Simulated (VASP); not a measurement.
# MgI2 (Cm) in VASP: single point with LDA

Aim: the single point of MgI2 with LDA.

Everything below comes from runs of VASP 6.6.1. Logs are shortened: lines on timing, memory, paths and dates and some standing lists are left out, and cuts for length are marked.

## 1. The cell of the first run

The structure is monoclinic, space group Cm (No. 8). The conventional cell has a = 7.194 Å, b = 4.154 Å, c = 6.862 Å, α = 90.00°, β = 90.00°, γ = 90.00°. Mg (site symmetry m) has 6 I at 2.83 to 3.01 Å within 3.7 Å. Within 3.7 Å of I (site symmetry m) lie 3 Mg at 2.83 to 2.92 Å. Within 3.8 Å of I (site symmetry m) lie 3 Mg at 2.92 to 3.01 Å.

## 2. Single point, LDA

The input, INCAR:

```
ALGO = Normal
EDIFF = 1E-6
ENCUT = 520
ISIF = 2
ISMEAR = 0
LASPH = True
LCHARG = False
LREAL = False
LWAVE = False
NBANDS = 15
NELM = 60
PREC = Accurate
SIGMA = 0.05
```

The input, KPOINTS:

```
k-points
0
Gamma
  6 6 4
```

The input, POSCAR:

```
MgI2
1.0
    4.1537001214      0.0000000000      0.0000000000
   -2.0768500607      3.5972098248      0.0000000000
    0.0000000000      0.0000000000      6.8620000000
Mg I
1 2
Direct
    0.0000000000      0.0000000000      0.0000000000
    0.3130113049      0.6565056524      0.7724063501
    0.6463446382      0.3231723191      0.2571463501
```

Potentials or basis: VASP PAW LDA potentials, release 64 (Mg, I).

On the command line:

```console
$ cat potpaw_LDA.64/Mg/POTCAR potpaw_LDA.64/I/POTCAR > POTCAR
$ mpirun -np 1 vasp_std > vasp.out
```

OUTCAR:

```text
EDIFF = 1E-6
   ENCUT = 520
   ISIF = 2
   ISMEAR = 0
   LASPH = True
   LREAL = False
   NELM = 60
   PREC = Accurate

 ion  position               nearest neighbor table
   1  0.000  0.000  0.000-   2 2.83   2 2.83   3 2.92   2 2.92   3 3.01   3 3.01
   2  0.313  0.657  0.772-   1 2.83   1 2.83   1 2.92
   3  0.646  0.323  0.257-   1 2.92   1 3.01   1 3.01

  LATTYP: Found a hexagonal cell.
 ALAT       =     4.1537001214
 C/A-ratio  =     1.6520210413

  Lattice vectors:

 A1 = (   4.1537001214,   0.0000000000,   0.0000000000)
 A2 = (  -2.0768500607,   3.5972098248,   0.0000000000)
 A3 = (   0.0000000000,   0.0000000000,   6.8620000000)

Analysis of symmetry for initial positions (statically):
=====================================================================
 Subroutine PRICEL returns:
 Original cell was already a primitive cell.

 Routine SETGRP: Setting up the symmetry group for a
 hexagonal supercell.

 Subroutine GETGRP returns: Found  2 space group operations
 (whereof  2 operations were pure point group operations)
 out of a pool of 24 trial point group operations.

The static configuration has the point symmetry C_1h.

Analysis of symmetry for dynamics (positions and initial velocities):
=====================================================================
 Subroutine PRICEL returns:
 Original cell was already a primitive cell.

 Routine SETGRP: Setting up the symmetry group for a
 hexagonal supercell.

 Subroutine GETGRP returns: Found  2 space group operations
 (whereof  2 operations were pure point group operations)
 out of a pool of 24 trial point group operations.

The dynamic configuration has the point symmetry C_1h.

 Subroutine INISYM returns: Found  2 space group operations
 (whereof  2 operations are pure point group operations),
 and found     1 'primitive' translations

----------------------------------------------------------------------------------------

                                     Primitive cell

  volume of cell :     102.5302

  direct lattice vectors                    reciprocal lattice vectors
     4.153700121  0.000000000  0.000000000     0.240749205  0.138996618  0.000000000
    -2.076850061  3.597209825  0.000000000     0.000000000  0.277993236  0.000000000
     0.000000000  0.000000000  6.862000000     0.000000000  0.000000000  0.145730108

  length of vectors
     4.153700121  4.153700121  6.862000000     0.277993236  0.277993236  0.145730108
[... 88 lines left out ...]
   NFREE  =      0    steps in history (QN), initial steepest desc. (CG)
   ISIF   =      2    stress and relaxation
   ISYM   =      2    0-nonsym 1-usesym 2-fastsym
   POTIM  = 0.5000    time-step for ionic-motion
   TEBEG  =    0.0;   TEEND  =   0.0 temperature during run
   PSTRESS=    0.0 pullay stress
   NELECT =      16.0000    total number of electrons
   NUPDOWN=      -1.0000    fix difference up-down
   EMIN   =  10.00;   EMAX   =-10.00  energy-range for DOS
   EFERMI =   0.00;   METHOD = LEGACY
   ISMEAR =     0;   SIGMA  =   0.05  broadening in eV -4-tet -1-fermi 0-gaus
   EFERMI_NEDOS =   21; number of points for ismear=-14 and -15
   IALGO  =     38    algorithm
   IMIX   =      4    mixing-type and parameters
     AMIX     =   0.40;   BMIX     =  1.00
     AMIX_MAG =   1.60;   BMIX_MAG =  1.00
  volume/ion in A,a.u.               =      34.18       230.64
  Fermi-wavevector in a.u.,A,eV,Ry     =   0.881382  1.665571 10.569477  0.776835
  Thomas-Fermi vector in A             =   2.001871
   LORBIT       =      0    0 simple, 1 ext, 2 COOP (PROOUT), +10 PAW based schemes
   GGA     = CA    functional components
   LHFCALC =     F    Hartree Fock is set to
   AEXX    =    0.0000 exact exchange contribution
   IVDW    =     0    specifies the selected vdW correction
   LEPSILON=     F    determine dielectric tensor
   LRPA    =     F    only Hartree local field effects (RPA)
 non-spin polarized calculation
 Gauss-broadening in eV      SIGMA  =   0.05
  energy-cutoff  :      520.00
  volume of cell :      102.53
 maximum number of plane-waves:      2798
   NGX = 15   NGY = 15   NGZ = 25

 number of electron      16.0000000 magnetization

 Free energy of the ion-electron system (eV)
  ---------------------------------------------------
  ext. energy  EPLUGINS =         0.00000000
  ---------------------------------------------------
  free energy    TOTEN  =        -9.03541700 eV

  energy without entropy =       -9.03541700  energy(sigma->0) =       -9.03541700

 E-fermi :   2.4486     XC(G=0):  -8.5529

 val. band max:        2.2374959961   @ k =   0.0000   0.0000   0.0000
 cond. band min:       5.4972510778   @ k =   0.5000   0.0000   0.2500
 fundamental gap:      3.2597550817
 Fermi energy:         2.4486291861

 k-point     1 :       0.0000    0.0000    0.0000
  band No.  band energies     occupation
      1     -10.0631      2.00000
      2      -9.1991      2.00000
      3      -1.4487      2.00000
      4       1.5001      2.00000
      5       1.5759      2.00000
      6       2.1621      2.00000
      7       2.1944      2.00000
      8       2.2375      2.00000
      9       5.5683      0.00000
     10       6.7568      0.00000
     11       8.6686      0.00000
     12       8.7091      0.00000
     13       9.5348      0.00000
     14      10.2482      0.00000
[... 401 lines left out ...]
      2      -8.9202      2.00000
      3      -1.6629      2.00000
      4      -0.8431      2.00000
      5       0.5604      2.00000
      6       0.7323      2.00000
      7       1.3985      2.00000
      8       1.6618      2.00000
      9       5.5011      0.00000
     10       7.0102      0.00000
     11       8.1550      0.00000
     12       8.7045      0.00000
     13       9.3345      0.00000
     14      10.8716      0.00000
     15      12.7694      0.00000

 [... further k-points ...]
[... 5 lines left out ...]
  --------------------------------------------------------------------------------------
  -------------------------------------------------------------------------------------
  Total       -0.9508261     -0.8753702     -0.7996225     -0.0653467     -0.0317725     -0.0550315
  in kB      -14.8579894    -13.6788849    -12.4952222     -1.0211344     -0.4964894     -0.8599449
  external PRESSURE =     -13.6773655 kB  Pullay stress =       0.0000000 kB

 VOLUME and BASIS-vectors are now :
 -----------------------------------------------------------------------------
  energy-cutoff  :      520.00
  volume of cell :      102.53
      direct lattice vectors                 reciprocal lattice vectors
     4.153700121  0.000000000  0.000000000     0.240749205  0.138996618  0.000000000
    -2.076850061  3.597209825  0.000000000     0.000000000  0.277993236  0.000000000
     0.000000000  0.000000000  6.862000000     0.000000000  0.000000000  0.145730108

 POSITION                                       TOTAL-FORCE (eV/Angst)
 -----------------------------------------------------------------------------------
      0.00000      0.00000      0.00000        -0.142993     -0.082557      0.542688
     -0.06331      2.36159      5.30025         0.092370      0.053330     -0.160469
      2.01354      1.16252      1.76454         0.050623      0.029227     -0.382219
 -----------------------------------------------------------------------------------
    total drift:                               -0.000035     -0.000020      0.000141

  FREE ENERGIE OF THE ION-ELECTRON SYSTEM (eV)
  ---------------------------------------------------
  free  energy   TOTEN  =        -9.0354169958 eV

  energy  without entropy=       -9.0354169958  energy(sigma->0) =       -9.03541700
```

OSZICAR:

```text
N       E                     dE             d eps       ncg     rms          rms(c)
DAV:   1     0.740259549541E+02    0.74026E+02   -0.58447E+03  1410   0.843E+02
DAV:   2    -0.311824372944E+01   -0.77144E+02   -0.69488E+02  1890   0.132E+02
DAV:   3    -0.910554336316E+01   -0.59873E+01   -0.59559E+01  1879   0.420E+01
DAV:   4    -0.922341242678E+01   -0.11787E+00   -0.11786E+00  2034   0.697E+00
DAV:   5    -0.922432323255E+01   -0.91081E-03   -0.91078E-03  1942   0.566E-01    0.409E+00
DAV:   6    -0.907749826050E+01    0.14682E+00   -0.10304E-01  1718   0.171E+00    0.271E+00
DAV:   7    -0.903855367370E+01    0.38945E-01   -0.10648E-01  1858   0.168E+00    0.620E-01
DAV:   8    -0.903557371040E+01    0.29800E-02   -0.12184E-02  1606   0.615E-01    0.298E-01
DAV:   9    -0.903543972226E+01    0.13399E-03   -0.81750E-04  1984   0.179E-01    0.821E-02
DAV:  10    -0.903542628733E+01    0.13435E-04   -0.92142E-05  1592   0.520E-02    0.580E-02
DAV:  11    -0.903541835737E+01    0.79300E-05   -0.98810E-06  1984   0.268E-02    0.191E-02
DAV:  12    -0.903541699661E+01    0.13608E-05   -0.33903E-06  1823   0.110E-02    0.665E-03
DAV:  13    -0.903541699577E+01    0.83662E-09   -0.33945E-07  1216   0.341E-03
   1 F= -.90354170E+01 E0= -.90354170E+01  d E =-.371238E-11
```

stdout:

```text
POSCAR found type information on POSCAR MgI
 POSCAR found :  2 types and       3 ions
 scaLAPACK will be used
 LDA part: xc-table for (Slater(with rela. corr.)+CA(PZ))
 , standard interpolation
 POSCAR, INCAR and KPOINTS ok, starting setup
 FFT: planning ... GRIDC
 FFT: planning ... GRID_SOFT
 FFT: planning ... GRID
 WAVECAR not read
 entering main loop
```

Run time: 38 s. Hardware: 1 thread of Intel Xeon Platinum 8488C (Sapphire Rapids), shared host; peak memory 0.23 GiB.

What came out:

| Quantity | Value |
| --- | --- |
| Free energy | -9.0354 eV |
| Pressure | -1.4 GPa |
| Largest force | 0.567 eV/Å |
| Band gap on the k mesh | 3.26 eV, indirect (least direct gap 3.33 eV) |

Forces on the atoms (eV/Å):
```
Mg  -0.143 -0.083  0.543
I    0.092  0.053 -0.160
I    0.051  0.029 -0.382
```

Caveat: the cell differs from its parent crystal (all I atoms moved +0.125 Å, as atom 2 towards its neighbour atom 3 (I) at 4.101 Å); spin-orbit coupling is left out, which moves the levels of the heavy elements. A k mesh can miss the band edges.
